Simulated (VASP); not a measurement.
Cu, 1 atom in the cell. It takes space group Fm-3m (No. 225, cubic). Conventional cell: a = 3.563 Å, b = 3.563 Å, c = 3.563 Å, α = 90.00°, β = 90.00°, γ = 90.00°. Within 3.3 Å of Cu (site symmetry m-3m) lie 12 Cu at 2.52 Å. 

| Property | Result |
| --- | --- |
| Program | VASP 6.6.1 |
| Task | single point |
| Functional | PBEsol |
| Potentials or basis | VASP PAW PBE potentials, release 64 (Cu) |
| Cutoff | 520 eV |
| k mesh | 30 × 30 × 30 |
| Occupations | gaussian, width 0.1 eV |
| Spin | no spin polarisation |
| Dipole correction | no |
| Further INCAR settings | ALGO = Fast; EDIFF = 1e-07; NBANDS = 12 |

Potentials or basis: VASP PAW PBE potentials, release 64 (Cu).

Run with:

```bash
$ cat potpaw_PBE.64/Cu/POTCAR > POTCAR
$ mpirun -np 1 vasp_std > vasp.out
```

Hardware: 1 thread of Intel(R) Xeon(R) Platinum 8375C CPU @ 2.90GHz (Ice Lake), with other jobs on the host.

Problem. Estimate the wall time of this run.

Solution. Run time: 4.3 min on 1 thread of Intel(R) Xeon(R) Platinum 8375C CPU @ 2.90GHz (Ice Lake) (shared host), peak memory 0.36 GiB. Counts: scf iterations 14, k points 1992.
